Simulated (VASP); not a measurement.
SiC: single point with r2SCAN

SiC:

```
CELL_PARAMETERS angstrom
0.04084 2.17814 2.17814
2.21899 0.00000 2.21899
2.17814 2.17814 0.04084
ATOMIC_POSITIONS crystal
Si 0.00000 0.00000 0.00000
C 0.75000 0.75000 0.75000
```

This cell differs from its parent crystal: strain +0.0375 x Voigt [0, 0, 0, 0, 1, 0].

* Program: VASP 6.6.1
* Task: single point
* Functional: r2SCAN
* Potentials or basis: VASP PAW PBE potentials, release 64 (Si, C)
* Cutoff: 520 eV
* k mesh: 10 × 10 × 10
* Occupations: gaussian, width 0.05 eV
* Spin: no spin polarisation

The pressure is 0.2 GPa. The largest force is 0.286 eV/Å. The band gap on the k mesh is 1.55 eV, indirect (least direct gap 4.70 eV).

Forces on the atoms (eV/Å):
```
Si   0.000 -0.286  0.000
C    0.000  0.286  0.000
```

Stress tensor (GPa, compression positive):
```
  0.36   0.00 -10.72
  0.00   0.03   0.00
-10.72   0.00   0.36
```

Levels at points of the mesh, in eV from the valence-band top:
```tsv
k point	band 1	band 2	band 3	band 4	band 5	band 6	band 7	band 8
(0.00, 0.00, 0.00)	-16.31	-0.22	-0.13	0.00	6.43	7.30	8.07	8.21
(0.50, 0.00, 0.00)	-12.53	-8.91	-1.33	-1.32	5.59	7.28	7.70	10.75
(0.00, 0.50, 0.00)	-12.83	-8.97	-1.13	-1.09	6.14	7.62	8.03	10.94
(0.50, 0.50, 0.00)	-11.21	-8.17	-3.45	-3.45	1.61	4.72	14.81	15.01
(0.50, 0.00, 0.50)	-11.23	-8.17	-3.74	-3.14	1.55	4.79	14.98	15.11
```

It took 39 s on 1 thread of Intel(R) Xeon(R) 6975P-C (Granite Rapids), on a shared host, peak memory 0.16 GiB.

Caveat: the cell differs from its parent crystal (strain +0.0375 x Voigt [0, 0, 0, 0, 1, 0]); the PAW data sets were made with another functional, which shifts forces and pressure a little. A k mesh can miss the band edges.
